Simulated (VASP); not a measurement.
# Sb (Pm-3m) in VASP: settings compared

Aim: see how the results for Sb move with the level of theory and the settings. Levels: PBEsol, r2SCAN. Tasks: single point.

Program: VASP 6.6.1. These are calculated values, not measurements. Logs are shortened: lines on timing, memory, paths and dates and some standing lists are left out, and cuts for length are marked.

**1. The cell of the first run**

It takes space group Pm-3m (No. 221, cubic). The conventional cell has a = 3.160 Å, b = 3.160 Å, c = 3.160 Å, α = 90.00°, β = 90.00°, γ = 90.00°. Sb (site symmetry m-3m) has 6 Sb at 3.16 Å within 4.2 Å.

**2. Single point, PBEsol**

The input, INCAR:

```
SYSTEM = Sb
PREC = Accurate
ENCUT = 520
EDIFF = 1E-6
ISMEAR = -1
SIGMA = 0.05
LREAL = .FALSE.
LASPH = .TRUE.
NELM = 100
ALGO = Normal
ISIF = 2
LWAVE = .FALSE.
LCHARG = .TRUE.
GGA = PS
LELF = .TRUE.
LVHAR = .TRUE.
NBANDS = 8
```

The input, KPOINTS:

```
regular mesh
0
G
  5 5 5
  0 0 0
```

The input, POSCAR:

```
Sb
1.0
    3.1600000000      0.0000000000      0.0000000000
    0.0000000000      3.1600000000      0.0000000000
    0.0000000000      0.0000000000      3.1600000000
Sb
1
Direct
    0.0000000000      0.0000000000      0.0000000000
```

Potentials or basis: VASP PAW PBE potentials, release 64 (Sb).

Launch:

```console
$ cat potpaw_PBE.64/Sb/POTCAR > POTCAR
$ mpirun -np 1 vasp_std > vasp.out
```

OUTCAR:

```text
SYSTEM = Sb
   PREC = Accurate
   ENCUT = 520
   EDIFF = 1E-6
   ISMEAR = -1
   LREAL = .FALSE.
   LASPH = .TRUE.
   NELM = 100
   ISIF = 2
   GGA = PS

 ion  position               nearest neighbor table
   1  0.000  0.000  0.000-

  LATTYP: Found a simple cubic cell.
 ALAT       =     3.1600000000

  Lattice vectors:

 A1 = (   3.1600000000,   0.0000000000,   0.0000000000)
 A2 = (   0.0000000000,   3.1600000000,   0.0000000000)
 A3 = (   0.0000000000,   0.0000000000,   3.1600000000)

Analysis of symmetry for initial positions (statically):
=====================================================================
 Subroutine PRICEL returns:
 Original cell was already a primitive cell.

 Routine SETGRP: Setting up the symmetry group for a
 simple cubic supercell.

 Subroutine GETGRP returns: Found 48 space group operations
 (whereof 48 operations were pure point group operations)
 out of a pool of 48 trial point group operations.

The static configuration has the point symmetry O_h .

Analysis of symmetry for dynamics (positions and initial velocities):
=====================================================================
 Subroutine PRICEL returns:
 Original cell was already a primitive cell.

 Routine SETGRP: Setting up the symmetry group for a
 simple cubic supercell.

 Subroutine GETGRP returns: Found 48 space group operations
 (whereof 48 operations were pure point group operations)
 out of a pool of 48 trial point group operations.

The dynamic configuration has the point symmetry O_h .

 Subroutine INISYM returns: Found 48 space group operations
 (whereof 48 operations are pure point group operations),
 and found     1 'primitive' translations

----------------------------------------------------------------------------------------

                                     Primitive cell

  volume of cell :      31.5545

  direct lattice vectors                    reciprocal lattice vectors
     3.160000000  0.000000000  0.000000000     0.316455696  0.000000000  0.000000000
     0.000000000  3.160000000  0.000000000     0.000000000  0.316455696  0.000000000
     0.000000000  0.000000000  3.160000000     0.000000000  0.000000000  0.316455696

  length of vectors
     3.160000000  3.160000000  3.160000000     0.316455696  0.316455696  0.316455696

  position of ions in fractional coordinates (direct lattice)
     0.000000000  0.000000000  0.000000000

  ion indices of the primitive-cell ions
   primitive index   ion index
                 1           1

----------------------------------------------------------------------------------------

 KPOINTS: regular mesh

Automatic generation of k-mesh.
 Grid dimensions read from file:
 generate k-points for:    5    5    5

 Generating k-lattice:

  Cartesian coordinates                     Fractional coordinates (reciprocal lattice)
     0.063291139  0.000000000  0.000000000     0.200000000  0.000000000  0.000000000
     0.000000000  0.063291139  0.000000000     0.000000000  0.200000000  0.000000000
     0.000000000  0.000000000  0.063291139     0.000000000  0.000000000  0.200000000

  Length of vectors
     0.063291139  0.063291139  0.063291139

  Shift w.r.t. Gamma in fractional coordinates (k-lattice)
     0.000000000  0.000000000  0.000000000

 Subroutine IBZKPT returns following result:
 ===========================================

 Found     10 irreducible k-points:

 Following reciprocal coordinates:
            Coordinates               Weight
  0.000000  0.000000  0.000000      1.000000
  0.200000  0.000000  0.000000      6.000000
  0.400000  0.000000  0.000000      6.000000
  0.200000  0.200000  0.000000     12.000000
  0.400000  0.200000  0.000000     24.000000
  0.400000  0.400000  0.000000     12.000000
  0.200000  0.200000  0.200000      8.000000
  0.400000  0.200000  0.200000     24.000000
  0.400000  0.400000  0.200000     24.000000
  0.400000  0.400000  0.400000      8.000000
   k-points           NKPTS =     10   k-points in BZ     NKDIM =     10   number of bands    NBANDS=      8
   number of dos      NEDOS =    301   number of ions     NIONS =      1
   total plane-waves  NPLWV =  13824
   dimension x,y,z NGX =    24 NGY =   24 NGZ =   24
   dimension x,y,z NGXF=    48 NGYF=   48 NGZF=   48
   ions per type =               1
   NGX,Y,Z   is equivalent  to a cutoff of  12.63, 12.63, 12.63 a.u.
   NGXF,Y,Z  is equivalent  to a cutoff of  25.25, 25.25, 25.25 a.u.
 SYSTEM =  Sb
   PREC   = accura    normal or accurate (medium, high low for compatibility)
   ISTART =      0    job   : 0-new  1-cont  2-samecut
   ICHARG =      2    charge: 1-file 2-atom 10-const
   ISPIN  =      1    spin polarized calculation?
   LNONCOLLINEAR =      F non collinear calculations
   LSORBIT =      F    spin-orbit coupling
   LASPH  =      T    aspherical Exc in radial PAW
   ENCUT  =  520.0 eV  38.22 Ry    6.18 a.u.   5.88  5.88  5.88*2*pi/ulx,y,z
   NELM   =    100;   NELMIN=  2; NELMDL= -5     # of ELM steps
   EDIFF  = 0.1E-05   stopping-criterion for ELM
   LREAL  =      F    real-space projection
   EDIFFG = 0.1E-04   stopping-criterion for IOM
   NSW    =      0    number of steps for IOM
   IBRION =     -1    ionic relax: 0-MD 1-quasi-New 2-CG
   NFREE  =      0    steps in history (QN), initial steepest desc. (CG)
   ISIF   =      2    stress and relaxation
   ISYM   =      2    0-nonsym 1-usesym 2-fastsym
   POTIM  = 0.5000    time-step for ionic-motion
   TEBEG  =    0.0;   TEEND  =   0.0 temperature during run
   PSTRESS=    0.0 pullay stress
   NELECT =       5.0000    total number of electrons
   NUPDOWN=      -1.0000    fix difference up-down
   EMIN   =  10.00;   EMAX   =-10.00  energy-range for DOS
   EFERMI =   0.00;   METHOD = LEGACY
   ISMEAR =    -1;   SIGMA  =   0.05  broadening in eV -4-tet -1-fermi 0-gaus
   EFERMI_NEDOS =   21; number of points for ismear=-14 and -15
   IALGO  =     38    algorithm
   IMIX   =      4    mixing-type and parameters
     AMIX     =   0.40;   BMIX     =  1.00
     AMIX_MAG =   1.60;   BMIX_MAG =  1.00
  volume/ion in A,a.u.               =      31.55       212.94
  Fermi-wavevector in a.u.,A,eV,Ry     =   0.885886  1.674081 10.677766  0.784794
  Thomas-Fermi vector in A             =   2.006979
   LORBIT       =      0    0 simple, 1 ext, 2 COOP (PROOUT), +10 PAW based schemes
   GGA     = PS    functional components
   LHFCALC =     F    Hartree Fock is set to
   AEXX    =    0.0000 exact exchange contribution
   IVDW    =     0    specifies the selected vdW correction
   LEPSILON=     F    determine dielectric tensor
   LRPA    =     F    only Hartree local field effects (RPA)
 non-spin polarized calculation
  energy-cutoff  :      520.00
  volume of cell :       31.55
 maximum number of plane-waves:       867
 NGX is ok and might be reduce to    24
   NGX = 11   NGY = 11   NGZ = 11

 number of electron       5.0000001 magnetization

 Free energy of the ion-electron system (eV)
  ---------------------------------------------------
  ext. energy  EPLUGINS =         0.00000000
  ---------------------------------------------------
  free energy    TOTEN  =        -4.39566413 eV

  energy without entropy =       -4.38609481  energy(sigma->0) =       -4.39087947

 E-fermi :   6.4347     XC(G=0):  -9.5239

 val. band max:        6.2212288799   @ k =   0.2000   0.2000   0.0000
 cond. band min:       6.4388326628   @ k =   0.2000   0.2000   0.2000
 fundamental gap:      0.2176037829
 Fermi energy:         6.4346541971

 k-point     1 :       0.0000    0.0000    0.0000
  band No.  band energies     occupation
      1      -5.6912      2.00000
      2       9.4093      0.00000
      3       9.4093      0.00000
      4       9.4093      0.00000
      5      13.1871      0.00000
      6      13.1871      0.00000
      7      14.0912      0.00000
      8      23.6921      0.00000

 k-point     2 :       0.2000    0.0000    0.0000
  band No.  band energies     occupation
      1      -5.1557      2.00000
      2       5.5601      2.00000
      3       9.9153      0.00000
      4       9.9153      0.00000
      5      13.6319      0.00000
      6      14.2469      0.00000
      7      18.0941      0.00000
      8      20.7959      0.00000

 k-point     3 :       0.4000    0.0000    0.0000
  band No.  band energies     occupation
      1      -3.8358      2.00000
      2       1.7632      2.00000
      3      10.9958      0.00000
      4      10.9958      0.00000
      5      14.8087      0.00000
      6      15.7708      0.00000
      7      18.0373      0.00000
      8      18.0373      0.00000

 k-point     4 :       0.2000    0.2000    0.0000
  band No.  band energies     occupation
      1      -4.6191      2.00000
      2       5.9402      1.99990
      3       6.2212      1.97238
      4      10.4233      0.00000
      5      14.3566      0.00000
      6      16.3434      0.00000
      7      18.2605      0.00000
      8      19.2844      0.00000

 k-point     5 :       0.4000    0.2000    0.0000
  band No.  band energies     occupation
      1      -3.2937      2.00000
      2       2.2723      2.00000
      3       7.2876      0.00000
      4      11.5075      0.00000
      5      13.0610      0.00000
      6      15.8820      0.00000
      7      18.4566      0.00000
      8      18.5445      0.00000

 k-point     6 :       0.4000    0.4000    0.0000
  band No.  band energies     occupation
      1      -1.9325      2.00000
      2       3.3397      2.00000
      3       3.5435      2.00000
      4       9.7328      0.00000
      5      12.5879      0.00000
      6      17.2784      0.00000
      7      19.4265      0.00000
      8      19.6254      0.00000

 k-point     7 :       0.2000    0.2000    0.2000
  band No.  band energies     occupation
      1      -4.0817      2.00000
      2       6.4388      0.95824
      3       6.4388      0.95824
      4       6.9295      0.00010
      5      16.2222      0.00000
      6      17.1639      0.00000
      7      17.1639      0.00000
      8      18.6935      0.00000

 k-point     8 :       0.4000    0.2000    0.2000
  band No.  band energies     occupation
      1      -2.7502      2.00000
      2       2.7789      2.00000
      3       7.5423      0.00000
      4       8.0891      0.00000
      5      13.2302      0.00000
      6      14.0423      0.00000
      7      18.1152      0.00000
      8      19.6683      0.00000

 k-point     9 :       0.4000    0.4000    0.2000
  band No.  band energies     occupation
      1      -1.3811      2.00000
      2       3.8301      2.00000
      3       4.0468      2.00000
      4       9.0216      0.00000
      5      10.2590      0.00000
      6      14.8687      0.00000
      7      15.1137      0.00000
      8      19.1259      0.00000

 k-point    10 :       0.4000    0.4000    0.4000
  band No.  band energies     occupation
      1       0.0408      2.00000
      2       4.8961      2.00000
      3       4.8961      2.00000
      4       5.4329      2.00000
      5      11.2445      0.00000
      6      11.9553      0.00000
      7      11.9553      0.00000
      8      15.6013      0.00000

------------------------ aborting loop because EDIFF is reached ----------------------------------------

  FORCE on cell =-STRESS in cart. coord.  units (eV):
  Direction    XX          YY          ZZ          XY          YZ          ZX
  --------------------------------------------------------------------------------------
  -------------------------------------------------------------------------------------
  Total       -0.9335632     -0.9335632     -0.9335632     -0.0000000     -0.0000000      0.0000000
  in kB      -47.4016046    -47.4016046    -47.4016046     -0.0000000     -0.0000000      0.0000000
  external PRESSURE =     -47.4016046 kB  Pullay stress =       0.0000000 kB

 VOLUME and BASIS-vectors are now :
 -----------------------------------------------------------------------------
  energy-cutoff  :      520.00
  volume of cell :       31.55
      direct lattice vectors                 reciprocal lattice vectors
     3.160000000  0.000000000  0.000000000     0.316455696  0.000000000  0.000000000
     0.000000000  3.160000000  0.000000000     0.000000000  0.316455696  0.000000000
     0.000000000  0.000000000  3.160000000     0.000000000  0.000000000  0.316455696

 POSITION                                       TOTAL-FORCE (eV/Angst)
 -----------------------------------------------------------------------------------
      0.00000      0.00000      0.00000         0.000000      0.000000      0.000000
 -----------------------------------------------------------------------------------
    total drift:                               -0.000000      0.000000      0.000000

  FREE ENERGIE OF THE ION-ELECTRON SYSTEM (eV)
  ---------------------------------------------------
  free  energy   TOTEN  =        -4.3956641280 eV

  energy  without entropy=       -4.3860948120  energy(sigma->0) =       -4.39087947
```

Run time: 3 s. Hardware: 1 thread of Intel Xeon Platinum 8488C (Sapphire Rapids), shared host; peak memory 0.13 GiB.

Results:

| Property | Result |
| --- | --- |
| Free energy | -4.3957 eV |
| Pressure | -4.7 GPa |

Levels at points of the mesh, in eV from the Fermi level:
```tsv
k point	band 1	band 2	band 3	band 4	band 5
(0.00, 0.00, 0.00)	-12.13	2.97	2.97	2.97	6.75
```

Caveat: the k points lie up to 0.40 Å⁻¹ apart; the PAW data sets were made with another functional, which shifts forces and pressure a little; spin-orbit coupling is left out, which moves the levels of the heavy elements.

**3. Single point, r2SCAN**

POSCAR is that of step 2.

The input, INCAR.step1:

```
SYSTEM = Sb
  ALGO = Normal
  EDIFF = 1E-4
  ENCUT = 520
  GGA = PE
  ISMEAR = -1
  LASPH = .True.
  LCHARG = .False.
  LREAL = .False.
  LWAVE = .True.
  NBANDS = 8
  NELM = 100
  PREC = Accurate
  SIGMA = 0.05
```

The input, INCAR.step2:

```
SYSTEM = Sb
  ALGO = Normal
  EDIFF = 1E-6
  ENCUT = 520
  ISIF = 2
  ISMEAR = -1
  ISTART = 1
  LASPH = .True.
  LCHARG = .True.
  LELF = .True.
  LMIXTAU = .True.
  LREAL = .False.
  LVHAR = .True.
  LWAVE = .False.
  METAGGA = R2SCAN
  NBANDS = 8
  NELM = 100
  PREC = Accurate
  SIGMA = 0.05
```

The input, KPOINTS:

```
k-points
0
Gamma
  5 5 5
  0 0 0
```

Potentials or basis: VASP PAW PBE potentials, release 64 (Sb).

Launch:

```console
$ cat potpaw_PBE.64/Sb/POTCAR > POTCAR
$ cp INCAR.step1 INCAR
$ mpirun -np 1 vasp_std > vasp.out
$ cp INCAR.step2 INCAR
$ mpirun -np 1 vasp_std > vasp.out
```

OUTCAR:

```text
SYSTEM = Sb
   EDIFF = 1E-6
   ENCUT = 520
   ISIF = 2
   ISMEAR = -1
   ISTART = 1
   LASPH = .True.
   LREAL = .False.
   METAGGA = R2SCAN
   NELM = 100
   PREC = Accurate

 ion  position               nearest neighbor table
   1  0.000  0.000  0.000-

  LATTYP: Found a simple cubic cell.
 ALAT       =     3.1600000000

  Lattice vectors:

 A1 = (   3.1600000000,   0.0000000000,   0.0000000000)
 A2 = (   0.0000000000,   3.1600000000,   0.0000000000)
 A3 = (   0.0000000000,   0.0000000000,   3.1600000000)

Analysis of symmetry for initial positions (statically):
=====================================================================
 Subroutine PRICEL returns:
 Original cell was already a primitive cell.

 Routine SETGRP: Setting up the symmetry group for a
 simple cubic supercell.

 Subroutine GETGRP returns: Found 48 space group operations
 (whereof 48 operations were pure point group operations)
 out of a pool of 48 trial point group operations.

The static configuration has the point symmetry O_h .

Analysis of symmetry for dynamics (positions and initial velocities):
[... 146 lines left out ...]
 fundamental gap:      0.7536009898
 Fermi energy:         6.4769909468

 k-point     1 :       0.0000    0.0000    0.0000
  band No.  band energies     occupation
      1      -6.1880      2.00000
      2       9.6411      0.00000
      3       9.6411      0.00000
      4       9.6411      0.00000
      5      13.5579      0.00000
      6      13.5579      0.00000
      7      15.1340      0.00000
      8      24.4752      0.00000
[... 89 lines left out ...]
 k-point    10 :       0.4000    0.4000    0.4000
  band No.  band energies     occupation
      1      -0.0452      2.00000
      2       4.7853      2.00000
      3       4.7853      2.00000
      4       5.5130      2.00000
      5      11.7603      0.00000
      6      12.4220      0.00000
      7      12.4220      0.00000
      8      16.3739      0.00000

------------------------ aborting loop because EDIFF is reached ----------------------------------------

  FORCE on cell =-STRESS in cart. coord.  units (eV):
  Direction    XX          YY          ZZ          XY          YZ          ZX
  --------------------------------------------------------------------------------------
  -------------------------------------------------------------------------------------
  Total       -0.6868970     -0.6868970     -0.6868970      0.0000000      0.0000000      0.0000000
  in kB      -34.8771447    -34.8771447    -34.8771447      0.0000000      0.0000000      0.0000000
  external PRESSURE =     -34.8771447 kB  Pullay stress =       0.0000000 kB

 VOLUME and BASIS-vectors are now :
 -----------------------------------------------------------------------------
  energy-cutoff  :      520.00
  volume of cell :       31.55
      direct lattice vectors                 reciprocal lattice vectors
     3.160000000  0.000000000  0.000000000     0.316455696  0.000000000  0.000000000
     0.000000000  3.160000000  0.000000000     0.000000000  0.316455696  0.000000000
     0.000000000  0.000000000  3.160000000     0.000000000  0.000000000  0.316455696

 POSITION                                       TOTAL-FORCE (eV/Angst)
 -----------------------------------------------------------------------------------
      0.00000      0.00000      0.00000         0.000000      0.000000      0.000000
 -----------------------------------------------------------------------------------
    total drift:                                0.000000      0.000000     -0.000000

  FREE ENERGIE OF THE ION-ELECTRON SYSTEM (eV)
  ---------------------------------------------------
  free  energy   TOTEN  =       -25.5125603903 eV

  energy  without entropy=      -25.5000638063  energy(sigma->0) =      -25.50631210
```

OUTCAR.step1:

```text
SYSTEM = Sb
   EDIFF = 1E-4
   ENCUT = 520
   GGA = PE
   ISMEAR = -1
   LASPH = .True.
   LREAL = .False.
[... 309 lines left out ...]
 -----------------------------------------------------------------------------------
      0.00000      0.00000      0.00000         0.000000      0.000000      0.000000
 -----------------------------------------------------------------------------------
    total drift:                               -0.000000      0.000000      0.000000

  FREE ENERGIE OF THE ION-ELECTRON SYSTEM (eV)
  ---------------------------------------------------
  free  energy   TOTEN  =        -3.9868881881 eV

  energy  without entropy=       -3.9770340427  energy(sigma->0) =       -3.98196112
```

OSZICAR.step1:

```text
N       E                     dE             d eps       ncg     rms          rms(c)
DAV:   1     0.493232291242E+01    0.49323E+01   -0.16453E+03   160   0.398E+02
DAV:   2    -0.385557105871E+01   -0.87879E+01   -0.83726E+01   232   0.512E+01
DAV:   3    -0.398262348398E+01   -0.12705E+00   -0.12675E+00   200   0.695E+00
DAV:   4    -0.398306423539E+01   -0.44075E-03   -0.44075E-03   232   0.504E-01
DAV:   5    -0.398306530813E+01   -0.10727E-05   -0.10729E-05   224   0.173E-02    0.173E+00
DAV:   6    -0.398525846312E+01   -0.21932E-02   -0.12185E-03   176   0.207E-01    0.102E+00
DAV:   7    -0.398683871825E+01   -0.15803E-02   -0.28188E-03   160   0.311E-01    0.749E-02
DAV:   8    -0.398688818811E+01   -0.49470E-04   -0.87373E-05   216   0.632E-02
   1 F= -.39868882E+01 E0= -.39819611E+01  d E =-.985415E-02
```

It took 7.7 s on 1 thread of Intel Xeon Platinum 8488C (Sapphire Rapids), shared host; peak memory 0.13 GiB.

What came out:

- Free energy: -25.5126 eV
- Pressure: -3.5 GPa

Caveat: the k points lie up to 0.40 Å⁻¹ apart; the PAW data sets were made with another functional, which shifts forces and pressure a little; spin-orbit coupling is left out, which moves the levels of the heavy elements.
